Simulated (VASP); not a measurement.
Here is a VASP 6.6.1 calculation.

File INCAR:

```
PREC     = Accurate       # precision mode
ENCUT    = 500            # plane-wave cutoff, eV
EDIFF    = 1E-6           # SCF threshold, eV
ISMEAR   = 0              # smearing method
SIGMA    = 0.15           # smearing width, eV
LREAL    = False          # projectors in reciprocal space
LASPH    = True           # aspherical terms in the spheres
NELM     = 120            # most SCF steps
ALGO     = Normal         # electronic algorithm
ISIF     = 2              # what is computed and relaxed
LWAVE    = False          # write WAVECAR
LCHARG   = False          # write CHGCAR
GGA      = PS             # functional
NBANDS   = 13             # bands
GGA_COMPAT= False
```

KPOINTS

```
Automatic mesh
0
Gamma
  22 22 22
```

File POSCAR:

```
W
1.0
    0.0000000000      2.0167345863      2.0167345863
    2.0167345863      0.0000000000      2.0167345863
    2.0167345863      2.0167345863      0.0000000000
W
1
Direct
    0.0000000000      0.0000000000      0.0000000000
```

Potentials or basis: VASP PAW PBE potentials, release 64 (W_sv).

The run is started by

```console
$ cat potpaw_PBE.64/W_sv/POTCAR > POTCAR
$ mpirun -np 1 vasp_std > vasp.out
```

(1) What does it give for the pressure?

(2) Estimate the band gap on the k mesh.

Results:

(1) -7.1 GPa.

(2) zero (band 7 reaches 13.39 eV, above the bottom of band 8 at 9.76 eV).

Caveat: the PAW data sets were made with another functional, which shifts forces and pressure a little; spin-orbit coupling is left out, which moves the levels of the heavy elements.
